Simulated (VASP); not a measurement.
Runs of VASP 6.6.1 on Ir. The structure is that of space group P6_3/mmc (No. 194), or close to it. The cells are those of the table. This isn't the form of Ir at room conditions, which is fcc.

| task | level | potentials or basis | cell | gap on the mesh (eV) | pressure (GPa) |
| --- | --- | --- | --- | --- | --- |
| single point | BLYP+D3(BJ) | VASP PAW PBE potentials, release 64 (Ir_sv_GW) | a = 2.728, b = 2.728, c = 4.486 Å, angles 90.0, 90.0, 120.0°, 2 atoms | none | -0.1 |
| single point | PBEsol | VASP PAW PBE potentials, release 64 (Ir_sv_GW) | a = 2.707, b = 2.707, c = 4.449 Å, angles 90.0, 90.0, 120.0°, 2 atoms | none | -1.9 |
| relaxation of cell and atoms | LDA | VASP PAW LDA potentials, release 64 (Ir_sv_GW) | relaxed from a = 2.751, b = 2.751, c = 4.462 Å, angles 90.0, 90.0, 120.0°, 2 atoms | none | 0.1 |
| single point | LDA | VASP PAW LDA potentials, release 64 (Ir_sv_GW) | a = 2.693, b = 2.693, c = 4.428 Å, angles 90.0, 90.0, 120.0°, 2 atoms | none | (a) |

Alike in all rows: no spin polarisation; k mesh 10 × 10 × 5; cutoff (eV) 560; smearing gaussian 0.15 eV.

Question: Fill in the values left out.

Answer: (a) -0.3.

Caveats: spin-orbit coupling is left out, which moves the levels of the heavy elements; the PAW data sets were made with another functional, which shifts forces and pressure a little (at least some runs); the dispersion term is far too large for a dense solid, which distorts pressure and volume (at least some runs).

A k mesh can miss the band edges, and the runs leave out spin-orbit coupling on Ir.

A gap of «none» marks levels without a gap at the run's occupations.
